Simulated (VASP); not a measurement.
# GaN (Fm-3m) in VASP: a series of runs

The runs below take GaN through single point, with PBEsol.

All numbers are computed with VASP 6.6.1; they aren't measurements. Logs are shortened: lines on timing, memory, paths and dates and some standing lists are left out, and cuts for length are marked.

## Step 1: The cell of the first run

It takes space group Fm-3m (No. 225, cubic). The conventional cell has a = 3.998 Å, b = 3.998 Å, c = 3.998 Å, α = 90.00°, β = 90.00°, γ = 90.00°. Within 2.6 Å of Ga (site symmetry m-3m) lie 6 N at 2.00 Å. N (site symmetry m-3m) has 6 Ga at 2.00 Å within 2.6 Å.

## Step 2: Single point, PBEsol (volume scaled by 1.01)

Input file INCAR:

```
SYSTEM = GaN
PREC = Accurate
ENCUT = 520
EDIFF = 1E-7
ISMEAR = -1
SIGMA = 0.02
LREAL = .FALSE.
LASPH = .TRUE.
NELM = 60
ALGO = Normal
ISIF = 2
LWAVE = .FALSE.
LCHARG = .FALSE.
GGA = PS
NBANDS = 16
```

Input file KPOINTS:

```
regular mesh
0
G
  13 13 13
  0 0 0
```

Input file POSCAR:

```
GaN
1.0
    0.0000000000      1.9991196500      1.9991196500
    1.9991196500      0.0000000000      1.9991196500
    1.9991196500      1.9991196500      0.0000000000
Ga N
1 1
Direct
    0.5000000000      0.5000000000      0.5000000000
    0.0000000000      0.0000000000      0.0000000000
```

Potentials or basis: VASP PAW PBE potentials, release 64 (Ga_d, N).

Run with:

```
$ cat potpaw_PBE.64/Ga_d/POTCAR potpaw_PBE.64/N/POTCAR > POTCAR
$ mpirun -np 1 vasp_std > vasp.out
```

OUTCAR:

```text
SYSTEM = GaN
   PREC = Accurate
   ENCUT = 520
   EDIFF = 1E-7
   ISMEAR = -1
   LREAL = .FALSE.
   LASPH = .TRUE.
   NELM = 60
   ISIF = 2
   GGA = PS

 ion  position               nearest neighbor table
   1  0.500  0.500  0.500-   2 2.00   2 2.00   2 2.00   2 2.00   2 2.00   2 2.00
   2  0.000  0.000  0.000-   1 2.00   1 2.00   1 2.00   1 2.00   1 2.00   1 2.00

  LATTYP: Found a face centered cubic cell.
 ALAT       =     3.9982393000

  Lattice vectors:

 A1 = (   0.0000000000,   1.9991196500,   1.9991196500)
 A2 = (   1.9991196500,   0.0000000000,   1.9991196500)
 A3 = (   1.9991196500,   1.9991196500,   0.0000000000)

Analysis of symmetry for initial positions (statically):
=====================================================================
 Subroutine PRICEL returns:
 Original cell was already a primitive cell.

 Routine SETGRP: Setting up the symmetry group for a
 face centered cubic supercell.

 Subroutine GETGRP returns: Found 48 space group operations
 (whereof 48 operations were pure point group operations)
 out of a pool of 48 trial point group operations.

The static configuration has the point symmetry O_h .

Analysis of symmetry for dynamics (positions and initial velocities):
=====================================================================
 Subroutine PRICEL returns:
 Original cell was already a primitive cell.

 Routine SETGRP: Setting up the symmetry group for a
 face centered cubic supercell.

 Subroutine GETGRP returns: Found 48 space group operations
 (whereof 48 operations were pure point group operations)
 out of a pool of 48 trial point group operations.

The dynamic configuration has the point symmetry O_h .

 Subroutine INISYM returns: Found 48 space group operations
 (whereof 48 operations are pure point group operations),
 and found     1 'primitive' translations

----------------------------------------------------------------------------------------

                                     Primitive cell

  volume of cell :      15.9789

  direct lattice vectors                    reciprocal lattice vectors
     0.000000000  1.999119650  1.999119650    -0.250110092  0.250110092  0.250110092
     1.999119650  0.000000000  1.999119650     0.250110092 -0.250110092  0.250110092
     1.999119650  1.999119650  0.000000000     0.250110092  0.250110092 -0.250110092

  length of vectors
     2.827182122  2.827182122  2.827182122     0.433203387  0.433203387  0.433203387

  position of ions in fractional coordinates (direct lattice)
     0.500000000  0.500000000  0.500000000
     0.000000000  0.000000000  0.000000000

  ion indices of the primitive-cell ions
   primitive index   ion index
                 1           1
                 2           2

----------------------------------------------------------------------------------------

 KPOINTS: regular mesh

Automatic generation of k-mesh.
 Grid dimensions read from file:
 generate k-points for:   13   13   13

 Generating k-lattice:

  Cartesian coordinates                     Fractional coordinates (reciprocal lattice)
    -0.019239238  0.019239238  0.019239238     0.076923077  0.000000000  0.000000000
     0.019239238 -0.019239238  0.019239238     0.000000000  0.076923077  0.000000000
     0.019239238  0.019239238 -0.019239238     0.000000000  0.000000000  0.076923077

  Length of vectors
     0.033323337  0.033323337  0.033323337

  Shift w.r.t. Gamma in fractional coordinates (k-lattice)
     0.000000000  0.000000000  0.000000000

 Subroutine IBZKPT returns following result:
 ===========================================

 Found     84 irreducible k-points:

 Following reciprocal coordinates:
            Coordinates               Weight
  0.000000  0.000000  0.000000      1.000000
  0.076923  0.000000  0.000000      8.000000
  0.153846  0.000000  0.000000      8.000000
  0.230769  0.000000  0.000000      8.000000
  0.307692  0.000000  0.000000      8.000000
  0.384615  0.000000  0.000000      8.000000
[... 16 lines left out ...]
  0.384615  0.153846  0.000000     24.000000
  0.461538  0.153846  0.000000     24.000000
 [... further k-points ...]
   k-points           NKPTS =     84   k-points in BZ     NKDIM =     84   number of bands    NBANDS=     16
   number of dos      NEDOS =    301   number of ions     NIONS =      2
   total plane-waves  NPLWV =  13824
   dimension x,y,z NGX =    24 NGY =   24 NGZ =   24
   dimension x,y,z NGXF=    48 NGYF=   48 NGZF=   48
   ions per type =               1   1
   NGX,Y,Z   is equivalent  to a cutoff of  14.11, 14.11, 14.11 a.u.
   NGXF,Y,Z  is equivalent  to a cutoff of  28.23, 28.23, 28.23 a.u.
 SYSTEM =  GaN
   PREC   = accura    normal or accurate (medium, high low for compatibility)
   ISTART =      0    job   : 0-new  1-cont  2-samecut
   ICHARG =      2    charge: 1-file 2-atom 10-const
   ISPIN  =      1    spin polarized calculation?
   LNONCOLLINEAR =      F non collinear calculations
   LSORBIT =      F    spin-orbit coupling
   LASPH  =      T    aspherical Exc in radial PAW
   ENCUT  =  520.0 eV  38.22 Ry    6.18 a.u.   5.26  5.26  5.26*2*pi/ulx,y,z
   NELM   =     60;   NELMIN=  2; NELMDL= -5     # of ELM steps
   EDIFF  = 0.1E-06   stopping-criterion for ELM
   LREAL  =      F    real-space projection
   EDIFFG = 0.1E-05   stopping-criterion for IOM
   NSW    =      0    number of steps for IOM
   IBRION =     -1    ionic relax: 0-MD 1-quasi-New 2-CG
   NFREE  =      0    steps in history (QN), initial steepest desc. (CG)
   ISIF   =      2    stress and relaxation
   ISYM   =      2    0-nonsym 1-usesym 2-fastsym
   POTIM  = 0.5000    time-step for ionic-motion
   TEBEG  =    0.0;   TEEND  =   0.0 temperature during run
   PSTRESS=    0.0 pullay stress
   NELECT =      18.0000    total number of electrons
   NUPDOWN=      -1.0000    fix difference up-down
   EMIN   =  10.00;   EMAX   =-10.00  energy-range for DOS
   EFERMI =   0.00;   METHOD = LEGACY
   ISMEAR =    -1;   SIGMA  =   0.02  broadening in eV -4-tet -1-fermi 0-gaus
   EFERMI_NEDOS =   21; number of points for ismear=-14 and -15
   IALGO  =     38    algorithm
   IMIX   =      4    mixing-type and parameters
     AMIX     =   0.40;   BMIX     =  1.00
     AMIX_MAG =   1.60;   BMIX_MAG =  1.00
  volume/ion in A,a.u.               =       7.99        53.92
  Fermi-wavevector in a.u.,A,eV,Ry     =   1.703401  3.218961 39.478321  2.901575
  Thomas-Fermi vector in A             =   2.782994
   LORBIT       =      0    0 simple, 1 ext, 2 COOP (PROOUT), +10 PAW based schemes
   GGA     = PS    functional components
   LHFCALC =     F    Hartree Fock is set to
   AEXX    =    0.0000 exact exchange contribution
   IVDW    =     0    specifies the selected vdW correction
   LEPSILON=     F    determine dielectric tensor
   LRPA    =     F    only Hartree local field effects (RPA)
 non-spin polarized calculation
  energy-cutoff  :      520.00
  volume of cell :       15.98
 maximum number of plane-waves:       444
 NGX is ok and might be reduce to    24
   NGX = 11   NGY = 11   NGZ = 11

 number of electron      18.0000000 magnetization

 Free energy of the ion-electron system (eV)
  ---------------------------------------------------
  ext. energy  EPLUGINS =         0.00000000
  ---------------------------------------------------
  free energy    TOTEN  =       -11.83847070 eV

  energy without entropy =      -11.83847070  energy(sigma->0) =      -11.83847070

 E-fermi :  10.4411     XC(G=0): -14.2675

 val. band max:       10.0378583806   @ k =  -0.2308   0.1538   0.0000
 cond. band min:      11.7828381650   @ k =   0.4615   0.4615   0.0000
 fundamental gap:      1.7449797844
 Fermi energy:        10.4411270425

 k-point     1 :       0.0000    0.0000    0.0000
  band No.  band energies     occupation
      1      -9.1171      2.00000
      2      -3.9126      2.00000
      3      -3.9126      2.00000
      4      -3.9126      2.00000
      5      -3.7626      2.00000
      6      -3.7626      2.00000
[... 8 lines left out ...]
     15      28.3032      0.00000
     16      28.3032      0.00000

 k-point     2 :       0.0769    0.0000    0.0000
  band No.  band energies     occupation
      1      -8.9802      2.00000
      2      -3.9232      2.00000
      3      -3.9027      2.00000
      4      -3.9027      2.00000
      5      -3.7784      2.00000
      6      -3.7784      2.00000
[... 8 lines left out ...]
     15      27.8213      0.00000
     16      27.8213      0.00000

 k-point     3 :       0.1538    0.0000    0.0000
  band No.  band energies     occupation
      1      -8.5756      2.00000
      2      -3.9538      2.00000
      3      -3.9104      2.00000
      4      -3.9104      2.00000
      5      -3.7863      2.00000
      6      -3.7863      2.00000
[... 8 lines left out ...]
     15      27.9244      0.00000
     16      27.9244      0.00000

 k-point     4 :       0.2308    0.0000    0.0000
  band No.  band energies     occupation
      1      -7.9252      2.00000
      2      -4.0026      2.00000
      3      -3.9846      2.00000
      4      -3.9846      2.00000
      5      -3.7318      2.00000
      6      -3.7318      2.00000
[... 8 lines left out ...]
     15      28.9911      0.00000
     16      28.9911      0.00000
[... 324 lines left out ...]
 k-point    22 :       0.3077    0.1538    0.0000
  band No.  band energies     occupation
      1      -7.3472      2.00000
      2      -4.0869      2.00000
      3      -4.0177      2.00000
      4      -3.8888      2.00000
      5      -3.6695      2.00000
      6      -3.6250      2.00000
[... 8 lines left out ...]
     15      32.0567      0.00000
     16      33.3140      0.00000

 k-point    23 :       0.3846    0.1538    0.0000
  band No.  band energies     occupation
      1      -6.6259      2.00000
      2      -4.1632      2.00000
      3      -3.9912      2.00000
      4      -3.9700      2.00000
      5      -3.5663      2.00000
      6      -3.4952      2.00000
[... 8 lines left out ...]
     15      32.3095      0.00000
     16      34.7038      0.00000

 k-point    24 :       0.4615    0.1538    0.0000
  band No.  band energies     occupation
      1      -5.9917      2.00000
      2      -4.2351      2.00000
      3      -4.0494      2.00000
      4      -3.9347      2.00000
      5      -3.5368      2.00000
      6      -3.2328      2.00000
[... 8 lines left out ...]
     15      32.6902      0.00000
     16      36.0338      0.00000

 [... further k-points ...]

------------------------ aborting loop because EDIFF is reached ----------------------------------------

  FORCE on cell =-STRESS in cart. coord.  units (eV):
  Direction    XX          YY          ZZ          XY          YZ          ZX
  --------------------------------------------------------------------------------------
  -------------------------------------------------------------------------------------
  Total        5.4698721      5.4698721      5.4698721      0.0000000      0.0000000     -0.0000000
  in kB      548.4555005    548.4555005    548.4555005      0.0000000      0.0000000     -0.0000000
  external PRESSURE =     548.4555005 kB  Pullay stress =       0.0000000 kB

 VOLUME and BASIS-vectors are now :
 -----------------------------------------------------------------------------
  energy-cutoff  :      520.00
  volume of cell :       15.98
      direct lattice vectors                 reciprocal lattice vectors
     0.000000000  1.999119650  1.999119650    -0.250110092  0.250110092  0.250110092
     1.999119650  0.000000000  1.999119650     0.250110092 -0.250110092  0.250110092
     1.999119650  1.999119650  0.000000000     0.250110092  0.250110092 -0.250110092

 POSITION                                       TOTAL-FORCE (eV/Angst)
 -----------------------------------------------------------------------------------
      1.99912      1.99912      1.99912        -0.000000     -0.000000     -0.000000
      0.00000      0.00000      0.00000         0.000000      0.000000      0.000000
 -----------------------------------------------------------------------------------
    total drift:                                0.000000     -0.000000      0.000000

  FREE ENERGIE OF THE ION-ELECTRON SYSTEM (eV)
  ---------------------------------------------------
  free  energy   TOTEN  =       -11.8384706993 eV

  energy  without entropy=      -11.8384706993  energy(sigma->0) =      -11.83847070
```

Run time: 41 s. Hardware: 1 thread of Intel Xeon 6975P-C, shared host; peak memory 0.15 GiB.

Results:

* Free energy: -11.8385 eV
* Pressure: 54.8 GPa
* Band gap on the k mesh: 1.74 eV, indirect (least direct gap 5.07 eV)

Levels at points of the mesh, in eV from the valence-band top:
```tsv
k point	band 7	band 8	band 9	band 10	band 11	band 12
(0.00, 0.00, 0.00)	-0.75	-0.75	-0.75	4.32	15.63	15.63
```

Caveat: the PAW data sets were made with another functional, which shifts forces and pressure a little. A k mesh can miss the band edges.

(Part 1 of 2 ends here.)
